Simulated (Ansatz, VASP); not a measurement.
# Two plane-wave programs on Be16CO

File INCAR:

```
SYSTEM = Be16CO
ALGO = Normal
DIPOL = 0.5 0.5 0.312
EDIFF = 1E-6
ENCUT = 520
GGA = PE
IDIPOL = 3
ISIF = 2
ISMEAR = 0
LASPH = .True.
LCHARG = .False.
LDIPOL = .True.
LREAL = Auto
LWAVE = .False.
NBANDS = 36
NELM = 80
PREC = Accurate
SIGMA = 0.1
```

The input KPOINTS:

```
k-points
0
Gamma
  6 6 1
  0 0 0
```

The input POSCAR:

```
Be16CO
1.0
    4.5254381410      0.0000000000      0.0000000000
   -2.2627190705      3.9191443934      0.0000000000
    0.0000000000      0.0000000000     23.4761687145
Be C O
16 1 1
Direct
    0.3333333333      0.1666666667      0.1703855535
    0.3333333333      0.6666666667      0.1703855535
    0.8333333333      0.1666666667      0.1703855535
    0.8333333333      0.6666666667      0.1703855535
    0.1666666667      0.3333333333      0.2463521558
    0.1666666667      0.8333333333      0.2463521558
    0.6666666667      0.3333333333      0.2463521558
    0.6666666667      0.8333333333      0.2463521558
    0.3333333333      0.1666666667      0.3241941575
    0.3333333333      0.6666666667      0.3241941575
    0.8333333333      0.1666666667      0.3241941575
    0.8333333333      0.6666666667      0.3241941575
    0.1666666667      0.3333333333      0.4036505628
    0.1666666667      0.8333333333      0.4036505628
    0.6666666667      0.3333333333      0.4036505628
    0.6666666667      0.8333333333      0.4036505628
    0.1666666667      0.3333333333      0.4939549062
    0.2049696816      0.2950303184      0.5416830501
```

Input for Ansatz:

```yaml
crystal:
  lattice:
    - [4.525438141, 0.0, 0.0]
    - [-2.2627190705, 3.9191443934, 0.0]
    - [0.0, 0.0, 23.4761687145]
  atoms:
    - { symbol: Be, position: [0.3333333333, 0.1666666667, 0.1703855535] }
    - { symbol: Be, position: [0.3333333333, 0.6666666667, 0.1703855535] }
    - { symbol: Be, position: [0.8333333333, 0.1666666667, 0.1703855535] }
    - { symbol: Be, position: [0.8333333333, 0.6666666667, 0.1703855535] }
    - { symbol: Be, position: [0.1666666667, 0.3333333333, 0.2463521558] }
    - { symbol: Be, position: [0.1666666667, 0.8333333333, 0.2463521558] }
    - { symbol: Be, position: [0.6666666667, 0.3333333333, 0.2463521558] }
    - { symbol: Be, position: [0.6666666667, 0.8333333333, 0.2463521558] }
    - { symbol: Be, position: [0.3333333333, 0.1666666667, 0.3241941575] }
    - { symbol: Be, position: [0.3333333333, 0.6666666667, 0.3241941575] }
    - { symbol: Be, position: [0.8333333333, 0.1666666667, 0.3241941575] }
    - { symbol: Be, position: [0.8333333333, 0.6666666667, 0.3241941575] }
    - { symbol: Be, position: [0.1666666667, 0.3333333333, 0.4036505628] }
    - { symbol: Be, position: [0.1666666667, 0.8333333333, 0.4036505628] }
    - { symbol: Be, position: [0.6666666667, 0.3333333333, 0.4036505628] }
    - { symbol: Be, position: [0.6666666667, 0.8333333333, 0.4036505628] }
    - { symbol: C, position: [0.1666666667, 0.3333333333, 0.4939549062] }
    - { symbol: O, position: [0.2049696816, 0.2950303184, 0.5416830501] }
basis:
  ecutwfc: 420
kpoints:
  mp_grid: { grid: [6, 6, 1] }
hamiltonian:
  xc: pbe
scf:
  occupations: { method: gaussian, width: 0.1 }
output:
  forces: true
  eigenvalues: true
efield:
  axis: 3
  dipole_correction: true
  ramp_width: 0.04
```

Alike in both runs: task single point; functional PBE; k mesh 6 × 6 × 1; occupations gaussian, width 0.1 eV; no spin polarisation.

```csv
,VASP,Ansatz
version,VASP 6.6.1,Ansatz 0.2.0
potentials or method,"VASP PAW PBE potentials, release 64 (Be, C, O), cutoff 520 eV","scalar-relativistic, plane waves, PAW"
valence electrons in the cell,42,42
```

|  | VASP | Ansatz | Ansatz less VASP |
| --- | --- | --- | --- |
| gap on the k mesh at the Fermi level (eV) | none | none | - |
| rms of the force components (eV/Å) | 0.329 | 0.367 | +0.0379 |

Atom by atom the forces differ by 0.154 eV/Å (rms over components). A gap of «none» marks a metal or a gap that the smearing closes.

Noted on VASP's run: the standard files for N, O and F lose accuracy on very short bonds.
